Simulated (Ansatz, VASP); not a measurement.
# One calculation of ZnSe, two programs

Contents of INCAR:

```
ALGO = Normal ; EDIFF = 1E-7
ENCUT = 520 ; GGA = PE
ISIF = 2 ; ISMEAR = 0
IVDW = 12 ; LASPH = True
LCHARG = True ; LELF = True
LREAL = False ; LVHAR = True
LWAVE = False ; NBANDS = 16
NELM = 100 ; PREC = Accurate
SIGMA = 0.05
```

Contents of KPOINTS:

```
k-points
0
Gamma
  8 8 8
```

POSCAR

```
ZnSe
1.0
    0.0000000000      2.8300160903      2.8300160903
    2.8300160903      0.0000000000      2.8300160903
    2.8300160903      2.8300160903      0.0000000000
Zn Se
1 1
Direct
    0.0000000000      0.0000000000      0.0000000000
    0.7500000000      0.7500000000      0.7500000000
```

Input for Ansatz:

```yaml
crystal:
  lattice:
    - [0.0, 2.8300160903, 2.8300160903]
    - [2.8300160903, 0.0, 2.8300160903]
    - [2.8300160903, 2.8300160903, 0.0]
  atoms:
    - { symbol: Zn, position: [0.0, 0.0, 0.0] }
    - { symbol: Se, position: [0.75, 0.75, 0.75] }
basis:
  ecutwfc: 420
  ecutrho_ratio: 4
kpoints:
  mp_grid: { grid: [8, 8, 8] }
hamiltonian:
  xc: pbe
  dispersion: d3bj
scf:
  occupations: { method: gaussian, width: 0.05 }
output:
  forces: true
  stress: true
  eigenvalues: true
```

Alike in both runs: task single point; functional PBE; dispersion D3(BJ); k mesh 8 × 8 × 8; occupations gaussian, width 0.05 eV; no spin polarisation.

```csv
,VASP,Ansatz
version,VASP 6.6.1,Ansatz 0.2.0
potentials or method,"VASP PAW PBE potentials, release 64 (Zn, Se), cutoff 520 eV","scalar-relativistic, plane waves, PAW"
valence electrons in the cell,18,28
```

|  | VASP | Ansatz | Ansatz less VASP |
| --- | --- | --- | --- |
| gap on the k mesh at the Fermi level (eV) | 1.31 | 1.30 | -0.002 |
| least direct gap on the mesh (eV) | 1.31 | 1.30 | -0.002 |
| pressure (GPa) | 0.1 | -0.2 | -0.24 |

VASP's potentials hold 18 valence electrons a cell and Ansatz's 28, so a difference there can come from the potentials and not from the codes.
